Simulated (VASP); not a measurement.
## PbF2: single point with r2SCAN

PbF2:

```
CELL_PARAMETERS angstrom
0.05582 2.94581 2.94581
2.94581 0.05582 2.94581
3.00163 3.00163 0.00000
ATOMIC_POSITIONS crystal
Pb 0.00000 0.00000 0.00000
F 0.24560 0.24560 0.25440
F 0.75440 0.75440 0.74560
```

This cell differs from its parent crystal: shear xy strain +3.8%.

| Item | Value |
| --- | --- |
| Program | VASP 6.6.1 |
| Task | single point |
| Functional | r2SCAN |
| Potentials or basis | VASP PAW PBE potentials, release 64 (Pb_d, F) |
| Cutoff | 660 eV |
| k mesh | 8 × 8 × 8 |
| Occupations | gaussian, width 0.01 eV |
| Spin | no spin polarisation |

| Quantity | Value |
| --- | --- |
| Pressure | 1.1 GPa |
| Band gap on the k mesh | 4.92 eV (least direct gap 5.07 eV) |

Forces on the atoms (eV/Å):
```
Pb   0.000  0.000  0.000
F    0.000  0.000 -0.002
F    0.000  0.000  0.002
```

Stress tensor (GPa, compression positive):
```
 1.06 -0.91  0.00
-0.91  1.06  0.00
 0.00  0.00  1.11
```

Levels at points of the mesh, in eV from the valence-band top:
| k point | band 10 | band 11 | band 12 | band 13 | band 14 | band 15 | band 16 | band 17 | band 18 | band 19 |
| --- | --- | --- | --- | --- | --- | --- | --- | --- | --- | --- |
| (0.00, 0.00, 0.00) | -2.77 | -2.74 | -2.29 | -2.27 | -2.24 | 7.13 | 7.33 | 7.51 | 10.74 | 15.93 |
| (0.50, 0.00, 0.00) | -2.99 | -2.95 | -2.49 | -2.45 | -0.08 | 5.43 | 8.20 | 8.29 | 13.45 | 14.00 |
| (0.50, 0.50, 0.00) | -3.80 | -1.85 | -1.85 | -1.83 | -0.15 | 4.93 | 8.35 | 8.68 | 9.04 | 15.12 |
| (0.00, 0.00, 0.50) | -3.00 | -2.95 | -2.44 | -2.40 | -0.07 | 5.30 | 8.30 | 8.40 | 13.51 | 14.16 |
| (0.50, 0.00, 0.50) | -3.86 | -1.85 | -1.84 | -1.84 | -0.15 | 4.92 | 8.50 | 8.52 | 9.04 | 15.11 |

Run time: 7.5 min on 1 thread of Intel(R) Xeon(R) Platinum 8488C (Sapphire Rapids), on a shared host, peak memory 0.3 GiB.

Caveat: the cell differs from its parent crystal (shear xy strain +3.8%); the PAW data sets were made with another functional, which shifts forces and pressure a little; spin-orbit coupling is left out, which moves the levels of the heavy elements. A k mesh can miss the band edges.
